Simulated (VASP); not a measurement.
Ga:

```xyz
1
Lattice="0.0000 2.1398 2.1398 2.1398 0.0000 2.1398 2.1398 2.1398 0.0000" Properties=species:S:1:pos:R:3 pbc="T T T"
Ga    0.0000    0.0000    0.0000
```

| Property | Result |
| --- | --- |
| Program | VASP 6.6.1 |
| Task | relaxation of cell and atoms |
| Functional | PBEsol |
| Potentials or basis | VASP PAW PBE potentials, release 64 (Ga_d) |
| Cutoff | 600 eV |
| k mesh | 13 × 13 × 13 |
| Occupations | fermi-dirac, width 0.1 eV |
| Spin | no spin polarisation |

At the start: pressure -4.7 GPa; volume 19.59 Å³/atom.

Problem. Where does the relaxation end?

Solution. Over 5 steps the energy falls by 28.8 meV/atom and the volume is 17.80 Å³/atom (-9.1 %); space group Fm-3m (No. 225, to 0.05 Å).

Step by step:
```
step  energy change (eV)  largest force (eV/Å)  pressure (GPa)  volume (Å³)
   1              0.0000                0.0000           -4.68        19.59
   2             -0.0283                0.0000           -0.68        18.02
   3             -0.0288                0.0000           -0.14        17.82
   4             -0.0288                0.0000            0.09        17.78
   5             -0.0288                0.0000           -0.08        17.80
```

Final structure:
```
CELL_PARAMETERS angstrom
0.00000 2.07251 2.07251
2.07251 0.00000 2.07251
2.07251 2.07251 0.00000
ATOMIC_POSITIONS crystal
Ga 0.00000 0.00000 0.00000
```

Caveat: the PAW data sets were made with another functional, which shifts forces and pressure a little.
